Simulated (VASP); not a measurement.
InAs, 2 atoms in the cell. Symmetry: F-43m, No. 216, cubic system. The conventional cell has a = 5.893 Å, b = 5.893 Å, c = 5.893 Å, α = 90.00°, β = 90.00°, γ = 90.00°. Within 3.4 Å of In (site symmetry -43m) lie 4 As at 2.55 Å. As (site symmetry -43m) has 4 In at 2.55 Å within 3.4 Å. 

```yaml
Program: VASP 6.6.1
Task: single point
Functional: PBE
Potentials_or_basis: VASP PAW PBE potentials, release 64 (In_d, As)
Cutoff: 500 eV
k_mesh: 6 × 6 × 6
Occupations: gaussian, width 0.01 eV
Spin: no spin polarisation
Dipole_correction: no
Further_INCAR_settings: ALGO = Normal; EDIFF = 1e-06; NBANDS = 16
```

Potentials or basis: VASP PAW PBE potentials, release 64 (In_d, As).

The run is started by

```bash
$ cat potpaw_PBE.64/In_d/POTCAR potpaw_PBE.64/As/POTCAR > POTCAR
$ mpirun -np 1 vasp_std > vasp.out
```

Hardware: 1 thread of Intel(R) Xeon(R) 6975P-C (Granite Rapids) (shared host).

**Question.** How long does it take, and how much memory?

**Answer.** Run time: 9.7 s on 1 thread of Intel(R) Xeon(R) 6975P-C (Granite Rapids), on a shared host, peak memory 0.16 GiB. Counts: scf iterations 13, k points 16.
